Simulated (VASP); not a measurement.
# Hf3F2 in VASP: notebook

The runs below take Hf3F2 through single point, with PBE.

All numbers are computed with VASP 6.6.1; they aren't measurements. Logs are shortened: lines on timing, memory, paths and dates and some standing lists are left out, and cuts for length are marked.

### Step 1. The cell of the first run

It takes space group Pm-3m (No. 221, cubic). Conventional cell: a = 4.532 Å, b = 4.532 Å, c = 4.532 Å, α = 90.00°, β = 90.00°, γ = 90.00°. Within 3.0 Å of Hf (site symmetry 4/mmm) lie 2 F at 2.27 Å. F (site symmetry m-3m) has 6 Hf at 2.27 Å within 3.0 Å. Within 4.2 Å of F (site symmetry m-3m) lie 12 Hf at 3.20 Å and 8 F at 3.92 Å.

The cell was built from a structure type or drawn by symmetry, and may not be a known phase.

### Step 2. Single point, PBE

INCAR

```
SYSTEM = Hf3F2
PREC = Accurate
ENCUT = 600
EDIFF = 1E-6
ISMEAR = 0
SIGMA = 0.2
LREAL = .False.
LASPH = .True.
NELM = 120
ALGO = Normal
ISIF = 2
LWAVE = .False.
LCHARG = .True.
GGA = PE
LELF = .True.
LVHAR = .True.
NBANDS = 30
GGA_COMPAT = .False.
```

KPOINTS

```
Automatic mesh
0
Gamma
  4 4 4
  0 0 0
```

POSCAR

```
Hf3F2
1.0
    4.5317936283      0.0000000000      0.0000000000
    0.0000000000      4.5317936283      0.0000000000
    0.0000000000      0.0000000000      4.5317936283
Hf F
3 2
Direct
    0.0000000000      0.5000000000      0.5000000000
    0.5000000000      0.0000000000      0.5000000000
    0.5000000000      0.5000000000      0.0000000000
    0.5000000000      0.5000000000      0.5000000000
    0.0000000000      0.0000000000      0.0000000000
```

Potentials or basis: VASP PAW PBE potentials, release 64 (Hf_pv, F).

The run is started by

```
> cat potpaw_PBE.64/Hf_pv/POTCAR potpaw_PBE.64/F/POTCAR > POTCAR
> mpirun -np 1 vasp_std > vasp.out
```

OUTCAR:

```text
SYSTEM = Hf3F2
   PREC = Accurate
   ENCUT = 600
   EDIFF = 1E-6
   ISMEAR = 0
   LREAL = .False.
   LASPH = .True.
   NELM = 120
   ISIF = 2
   GGA = PE

 ion  position               nearest neighbor table
   1  0.000  0.500  0.500-   4 2.27   4 2.27   2 3.20   3 3.20   2 3.20   2 3.20   3 3.20   3 3.20
                             3 3.20   2 3.20
   2  0.500  0.000  0.500-   4 2.27   4 2.27   1 3.20   3 3.20   1 3.20   3 3.20   3 3.20   3 3.20
                             1 3.20   1 3.20
   3  0.500  0.500  0.000-   4 2.27   4 2.27   1 3.20   1 3.20   2 3.20   2 3.20   2 3.20   2 3.20
                             1 3.20   1 3.20
   4  0.500  0.500  0.500-   1 2.27   2 2.27   3 2.27   3 2.27   2 2.27   1 2.27
   5  0.000  0.000  0.000-

  LATTYP: Found a simple cubic cell.
 ALAT       =     4.5317936283

  Lattice vectors:

 A1 = (   4.5317936283,   0.0000000000,   0.0000000000)
 A2 = (   0.0000000000,   4.5317936283,   0.0000000000)
 A3 = (   0.0000000000,   0.0000000000,   4.5317936283)

Analysis of symmetry for initial positions (statically):
=====================================================================
 Subroutine PRICEL returns:
 Original cell was already a primitive cell.

 Routine SETGRP: Setting up the symmetry group for a
 simple cubic supercell.

 Subroutine GETGRP returns: Found 48 space group operations
 (whereof 48 operations were pure point group operations)
 out of a pool of 48 trial point group operations.

The static configuration has the point symmetry O_h .

Analysis of symmetry for dynamics (positions and initial velocities):
=====================================================================
 Subroutine PRICEL returns:
 Original cell was already a primitive cell.

 Routine SETGRP: Setting up the symmetry group for a
 simple cubic supercell.

 Subroutine GETGRP returns: Found 48 space group operations
 (whereof 48 operations were pure point group operations)
 out of a pool of 48 trial point group operations.

The dynamic configuration has the point symmetry O_h .

 Subroutine INISYM returns: Found 48 space group operations
 (whereof 48 operations are pure point group operations),
 and found     1 'primitive' translations

----------------------------------------------------------------------------------------

                                     Primitive cell
[... 81 lines left out ...]
   NELM   =    120;   NELMIN=  2; NELMDL= -5     # of ELM steps
   EDIFF  = 0.1E-05   stopping-criterion for ELM
   LREAL  =      F    real-space projection
   EDIFFG = 0.1E-04   stopping-criterion for IOM
   NSW    =      0    number of steps for IOM
   IBRION =     -1    ionic relax: 0-MD 1-quasi-New 2-CG
   NFREE  =      0    steps in history (QN), initial steepest desc. (CG)
   ISIF   =      2    stress and relaxation
   ISYM   =      2    0-nonsym 1-usesym 2-fastsym
   POTIM  = 0.5000    time-step for ionic-motion
   TEBEG  =    0.0;   TEEND  =   0.0 temperature during run
   PSTRESS=    0.0 pullay stress
   NELECT =      44.0000    total number of electrons
   NUPDOWN=      -1.0000    fix difference up-down
   EMIN   =  10.00;   EMAX   =-10.00  energy-range for DOS
   EFERMI =   0.00;   METHOD = LEGACY
   ISMEAR =     0;   SIGMA  =   0.20  broadening in eV -4-tet -1-fermi 0-gaus
   EFERMI_NEDOS =   21; number of points for ismear=-14 and -15
   IALGO  =     38    algorithm
   IMIX   =      4    mixing-type and parameters
     AMIX     =   0.40;   BMIX     =  1.00
     AMIX_MAG =   1.60;   BMIX_MAG =  1.00
  volume/ion in A,a.u.               =      18.61       125.61
  Fermi-wavevector in a.u.,A,eV,Ry     =   1.275329  2.410023 22.129390  1.626464
  Thomas-Fermi vector in A             =   2.408047
   LORBIT       =      0    0 simple, 1 ext, 2 COOP (PROOUT), +10 PAW based schemes
   GGA     = PE    functional components
   LHFCALC =     F    Hartree Fock is set to
   AEXX    =    0.0000 exact exchange contribution
   IVDW    =     0    specifies the selected vdW correction
   LEPSILON=     F    determine dielectric tensor
   LRPA    =     F    only Hartree local field effects (RPA)
 non-spin polarized calculation
 Gauss-broadening in eV      SIGMA  =   0.20
  energy-cutoff  :      600.00
  volume of cell :       93.07
 maximum number of plane-waves:      3136
   NGX = 19   NGY = 19   NGZ = 19

 number of electron      44.0000023 magnetization

 Free energy of the ion-electron system (eV)
  ---------------------------------------------------
  ext. energy  EPLUGINS =         0.00000000
  ---------------------------------------------------
  free energy    TOTEN  =       -34.40168381 eV

  energy without entropy =      -34.26125710  energy(sigma->0) =      -34.33147046

 E-fermi :   4.1126     XC(G=0): -10.6337

 val. band max:        4.1005421180   @ k =   0.5000   0.2500   0.0000
 cond. band min:       4.1192225237   @ k =   0.2500   0.2500   0.2500
 fundamental gap:      0.0186804058
 Fermi energy:         4.1125787822

 k-point     1 :       0.0000    0.0000    0.0000
  band No.  band energies     occupation
      1     -27.6073      2.00000
      2     -27.6073      2.00000
      3     -27.6073      2.00000
      4     -27.1229      2.00000
      5     -27.1229      2.00000
      6     -27.1229      2.00000
[... 319 lines left out ...]
     29       7.6032      0.00000
     30       8.0545      0.00000

------------------------ aborting loop because EDIFF is reached ----------------------------------------

  FORCE on cell =-STRESS in cart. coord.  units (eV):
  Direction    XX          YY          ZZ          XY          YZ          ZX
  --------------------------------------------------------------------------------------
  -------------------------------------------------------------------------------------
  Total       -0.3571481     -0.3571481     -0.3571481     -0.0000000     -0.0000000      0.0000000
  in kB       -6.1482085     -6.1482085     -6.1482085     -0.0000000     -0.0000000      0.0000000
  external PRESSURE =      -6.1482085 kB  Pullay stress =       0.0000000 kB

 VOLUME and BASIS-vectors are now :
 -----------------------------------------------------------------------------
  energy-cutoff  :      600.00
  volume of cell :       93.07
      direct lattice vectors                 reciprocal lattice vectors
     4.531793628  0.000000000  0.000000000     0.220663182  0.000000000  0.000000000
     0.000000000  4.531793628  0.000000000     0.000000000  0.220663182  0.000000000
     0.000000000  0.000000000  4.531793628     0.000000000  0.000000000  0.220663182

 POSITION                                       TOTAL-FORCE (eV/Angst)
 -----------------------------------------------------------------------------------
      0.00000      2.26590      2.26590         0.000000      0.000000      0.000000
      2.26590      0.00000      2.26590         0.000000      0.000000      0.000000
      2.26590      2.26590      0.00000         0.000000      0.000000      0.000000
      2.26590      2.26590      2.26590         0.000000      0.000000      0.000000
      0.00000      0.00000      0.00000         0.000000      0.000000      0.000000
 -----------------------------------------------------------------------------------
    total drift:                                0.000000      0.000000      0.000000

  FREE ENERGIE OF THE ION-ELECTRON SYSTEM (eV)
  ---------------------------------------------------
  free  energy   TOTEN  =       -34.4016838099 eV

  energy  without entropy=      -34.2612571010  energy(sigma->0) =      -34.33147046
```

OSZICAR:

```text
N       E                     dE             d eps       ncg     rms          rms(c)
DAV:   1     0.238140762751E+03    0.23814E+03   -0.25894E+04   600   0.156E+03
DAV:   2    -0.225959929768E+02   -0.26074E+03   -0.25211E+03   720   0.375E+02
DAV:   3    -0.369492575699E+02   -0.14353E+02   -0.14000E+02   776   0.664E+01
DAV:   4    -0.372358676945E+02   -0.28661E+00   -0.28447E+00   750   0.900E+00
DAV:   5    -0.372437758806E+02   -0.79082E-02   -0.78945E-02   790   0.113E+00    0.457E+01
DAV:   6    -0.347429317394E+02    0.25008E+01   -0.10530E+01   612   0.183E+01    0.282E+01
DAV:   7    -0.347053846694E+02    0.37547E-01   -0.42593E+00   702   0.108E+01    0.150E+01
DAV:   8    -0.344169649934E+02    0.28842E+00   -0.11468E+00   694   0.542E+00    0.151E+00
DAV:   9    -0.344024415019E+02    0.14523E-01   -0.11938E-01   716   0.167E+00    0.961E-01
DAV:  10    -0.344017266186E+02    0.71488E-03   -0.14863E-02   702   0.590E-01    0.286E-01
DAV:  11    -0.344016739377E+02    0.52681E-04   -0.84358E-04   758   0.156E-01    0.524E-02
DAV:  12    -0.344016822612E+02   -0.83235E-05   -0.44943E-05   728   0.371E-02    0.392E-02
DAV:  13    -0.344016838485E+02   -0.15873E-05   -0.34810E-06   662   0.984E-03    0.437E-03
DAV:  14    -0.344016838099E+02    0.38550E-07   -0.60771E-07   468   0.515E-03
   1 F= -.34401684E+02 E0= -.34331470E+02  d E =-.140427E+00
```

stdout:

```text
POSCAR found type information on POSCAR HfF
 POSCAR found :  2 types and       5 ions
 scaLAPACK will be used
 LDA part: xc-table for (Slater+PW92), standard interpolation
 POSCAR, INCAR and KPOINTS ok, starting setup
 FFT: planning ... GRIDC
 FFT: planning ... GRID_SOFT
 FFT: planning ... GRID
 WAVECAR not read
 entering main loop
```

Wall time 60 s (1 thread of Intel Xeon 8259CL, shared host); peak memory 0.21 GiB.

Results:

```
Free energy            : -34.4017 eV
Pressure               : -0.6 GPa
Band gap on the k mesh : zero (bands 22 and 23 overlap by 2.28 eV)
```

Caveat: spin-orbit coupling is left out, which moves the levels of the heavy elements.

### Step 3. Single point, PBE

This run uses another cell than the first one: it holds 10 atoms, not 5.

INCAR

```
ALGO = Normal ; EDIFF = 1E-6
ENCUT = 600 ; GGA = PE
GGA_COMPAT = F ; ISIF = 2
ISMEAR = 0 ; LASPH = T
LCHARG = F ; LREAL = F
LWAVE = F ; NBANDS = 55
NELM = 120 ; PREC = Accurate
SIGMA = 0.2
```

KPOINTS

```
k-points
0
Gamma
  3 3 3
```

POSCAR

```
Hf3F2
1.0
    0.0000000000      4.5158868358      4.5158868358
    4.5158868358      0.0000000000      4.5158868358
    4.5158868358      4.5158868358      0.0000000000
Hf F
6 4
Direct
    0.7499372192      0.2500627808      0.2500627808
    0.2500627808      0.7499372192      0.7499372192
    0.2500627808      0.7499372192      0.2500627808
    0.7499372192      0.2500627808      0.7499372192
    0.2500627808      0.2500627808      0.7499372192
    0.7499372192      0.7499372192      0.2500627808
    0.2500000000      0.2500000000      0.2500000000
    0.5000000000      0.5000000000      0.5000000000
    0.7500000000      0.7500000000      0.7500000000
    0.0000000000      0.0000000000      0.0000000000
```

Potentials or basis: VASP PAW PBE potentials, release 64 (Hf_pv, F).

The run is started by

```
> cat potpaw_PBE.64/Hf_pv/POTCAR potpaw_PBE.64/F/POTCAR > POTCAR
> mpirun -np 1 vasp_std > vasp.out
```

Wall time 2.3 min (1 thread of Intel Xeon 8259CL, shared host); peak memory 0.39 GiB.

It converged, with:

| Property | Result |
| --- | --- |
| Free energy | -69.2218 eV |
| Pressure | -1.0 GPa |
| Largest force | 0.008 eV/Å |
| Band gap on the k mesh | 0.06 eV |

Forces in eV/Å, atoms in the order of the input:
```
Hf  -0.008  0.000  0.000
Hf   0.008  0.000  0.000
Hf   0.000 -0.008  0.000
Hf   0.000  0.008  0.000
Hf   0.000  0.000 -0.008
Hf   0.000  0.000  0.008
F    0.000  0.000  0.000
F    0.000  0.000  0.000
F    0.000  0.000  0.000
F    0.000  0.000  0.000
```

Levels at points of the mesh, in eV from the valence-band top:
| k point | band 41 | band 42 | band 43 | band 44 | band 45 | band 46 | band 47 | band 48 |
| --- | --- | --- | --- | --- | --- | --- | --- | --- |
| (0.00, 0.00, 0.00) | -1.46 | -1.46 | -1.46 | -1.10 | 0.60 | 0.60 | 0.60 | 0.99 |

Caveat: spin-orbit coupling is left out, which moves the levels of the heavy elements; an odd mesh through Γ misses points on the zone boundary, where band edges can lie.
